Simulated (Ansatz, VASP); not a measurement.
Two plane-wave programs on CdS

File POSCAR:

```
CdS
1.0
    0.0000000000      2.9548794012      2.9548794012
    2.9548794012      0.0000000000      2.9548794012
    2.9548794012      2.9548794012      0.0000000000
Cd S
1 1
Direct
    0.0000000000      0.0000000000      0.0000000000
    0.7500000000      0.7500000000      0.7500000000
```

Contents of INCAR.step1:

```
SYSTEM = CdS
  PREC = Accurate
  ENCUT = 520
  EDIFF = 1E-5
  ISMEAR = -1
  SIGMA = 0.05
  LREAL = .False.
  LASPH = .True.
  NELM = 60
  ALGO = Normal
  ISIF = 2
  LWAVE = .True.
  LCHARG = .False.
  NBANDS = 16
  GGA = PE
```

Contents of INCAR.step2:

```
SYSTEM = CdS
  PREC = Accurate
  ENCUT = 520
  EDIFF = 1E-7
  ISMEAR = -1
  SIGMA = 0.05
  LREAL = .False.
  LASPH = .True.
  NELM = 60
  ALGO = Normal
  ISIF = 2
  LWAVE = .False.
  LCHARG = .False.
  GGA = PS
  LHFCALC = .True.
  AEXX = 0.25
  HFSCREEN = 0.207
  PRECFOCK = Normal
  NBANDS = 16
  ISTART = 1
```

Contents of KPOINTS:

```
Automatic mesh
0
Gamma
  4 4 4
  0 0 0
```

The input input.yaml:

```yaml
crystal:
  lattice:
    - [0.0, 2.9548794012, 2.9548794012]
    - [2.9548794012, 0.0, 2.9548794012]
    - [2.9548794012, 2.9548794012, 0.0]
  atoms:
    - { symbol: Cd, position: [0.0, 0.0, 0.0] }
    - { symbol: S, position: [0.75, 0.75, 0.75] }
hamiltonian:
  xc:
    exchange: hjs_pbesol
    correlation: pbesol
    exx: { coeff: 0.25, omega: 0.207 }
  pseudopotentials: { kind: paw }
kpoints:
  mp_grid: { grid: [4, 4, 4] }
scf:
  occupations: { method: fermi_dirac, width: 0.05 }
output:
  forces: true
  stress: true
  eigenvalues: true
```

Alike in both runs: task single point; functional PBEsol-based screened hybrid with a share of 0.25 of exact exchange and HFSCREEN = 0.207; k mesh 4 × 4 × 4; occupations fermi-dirac, width 0.05 eV; no spin polarisation.

|  | VASP | Ansatz |
| --- | --- | --- |
| version | VASP 6.6.1 | Ansatz 0.2.0 |
| potentials or method | VASP PAW PBE potentials, release 64 (Cd, S) | Ansatz PAW |
| plane-wave cutoff (eV) | 520 | 420 |
| valence electrons in the cell | 18 | 26 |

VASP gave:

```
gap on the k mesh at the Fermi level (eV) : 1.93
least direct gap on the mesh (eV)         : 1.93
pressure (GPa)                            : -2.4
```

Problem. What did Ansatz give for the same quantities?

Solution. gap on the k mesh at the Fermi level (eV): 1.93; least direct gap on the mesh (eV): 1.93; pressure (GPa): -2.7.

VASP's potentials were made for PBE, not for PBEsol-based screened hybrid. The functional is the same, so the differences come from potentials, cutoffs and numerics. VASP's potentials hold 18 valence electrons a cell and Ansatz's 26, so a difference there can come from the potentials and not from the codes.

The k mesh is coarse, so the values compare programs but aren't converged.
